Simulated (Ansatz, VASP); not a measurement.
**Two plane-wave programs on ScAl2**

```
CELL_PARAMETERS angstrom
0.00000 3.77959 3.77959
3.77959 0.00000 3.77959
3.77959 3.77959 0.00000
ATOMIC_POSITIONS crystal
Sc 0.50000 0.50000 0.50000
Sc 0.75000 0.75000 0.75000
Al 0.12500 0.12500 0.12500
Al 0.62500 0.12500 0.12500
Al 0.12500 0.62500 0.12500
Al 0.12500 0.12500 0.62500
```

Alike in both runs: functional r2SCAN; k mesh 4 × 4 × 4; occupations gaussian, width 0.1 eV; no spin polarisation.

Ansatz relaxed the structure, and its values are those at the end. VASP's run is a single point on that final structure, the one shown.

```csv
,VASP,Ansatz
version,VASP 6.6.1,Ansatz 0.2.0
potentials or method,"VASP PAW PBE potentials, release 64 (Sc_sv, Al), cutoff 520 eV","scalar-relativistic, plane waves, PAW"
valence electrons in the cell,34,34
```

```csv
,VASP,Ansatz,Ansatz less VASP
gap on the k mesh at the Fermi level (eV),none,none,-
pressure (GPa),0.0,0.0,0.00
```

VASP's potentials were made for PBE, not for r2SCAN. A gap of «none» marks a metal or a gap that the smearing closes.
